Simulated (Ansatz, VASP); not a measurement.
**Two plane-wave programs on Ru3S**

```
CELL_PARAMETERS angstrom
3.79777 0.00000 0.00000
0.00000 3.79777 0.00000
0.00000 0.00000 3.79777
ATOMIC_POSITIONS crystal
Ru 0.00000 0.50000 0.50000
Ru 0.50000 0.00000 0.50000
Ru 0.50000 0.50000 0.00000
S 0.00000 0.00000 0.00000
```

Alike in both runs: functional PBE; k mesh 4 × 4 × 4; occupations gaussian, width 0.1 eV; collinear spin.

Ansatz relaxed the structure, and its values are those at the end. VASP's run is a single point on that final structure, the one shown.

```csv
,VASP,Ansatz
version,VASP 6.6.1,Ansatz 0.2.0
potentials or method,"VASP PAW PBE potentials, release 64 (Ru_pv, S), cutoff 520 eV","scalar-relativistic, plane waves, PAW"
valence electrons in the cell,48,54
```

|  | VASP | Ansatz | Ansatz less VASP |
| --- | --- | --- | --- |
| gap on the k mesh at the Fermi level (eV) | none | none | - |
| pressure (GPa) | 0.0 | 0.0 | -0.04 |
| net moment per atom (μB) | 0.00 | 0.00 | 0.000 |

A gap of «none» marks a metal or a gap that the smearing closes. The functional is the same, so the differences come from potentials, cutoffs and numerics. VASP's potentials hold 48 valence electrons a cell and Ansatz's 54, so a difference there can come from the potentials and not from the codes. Ansatz's warnings: seeded moment not kept.

The k mesh is coarse, so the values compare programs but aren't converged.
